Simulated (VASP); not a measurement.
The system is BaS.

```
Ba S
1.0
     5.38186    0.00000    0.00000
    -2.69093    4.66082    0.00000
     0.00000    0.00000    6.38332
Ba S
2 2
Direct
  0.33333 0.66667 0.93750
  0.66667 0.33333 0.43750
  0.33333 0.66667 0.43750
  0.66667 0.33333 0.93750
```

Base run:

```yaml
Program: VASP 6.6.1
Functional: r2SCAN
Potentials_or_basis: VASP PAW PBE potentials, release 64 (Ba_sv, S)
Cutoff: 520 eV
k_mesh: 6 × 6 × 4
Occupations: gaussian, width 0.01 eV
Spin: no spin polarisation
```

Its results: band gap on the k mesh 2.82 eV (least direct gap 2.97 eV); pressure 0.4 GPa.

Task: The run is repeated on the same cell with these changes: functional from r2SCAN to PBE; further incar settings from ALGO = Normal; EDIFF = 1e-06; NBANDS = 24 to ALGO = Normal; EDIFF = 1e-07; NBANDS = 24. What comes out?

Result: Band gap on the k mesh 2.47 eV (least direct gap 2.61 eV); pressure 0.5 GPa.

Caveats: the structure was generated, so it needn't be the stable form of BaS; spin-orbit coupling is left out, which moves the levels of the heavy elements; the PAW data sets were made with another functional, which shifts forces and pressure a little (at least some runs).

A k mesh can miss the band edges.
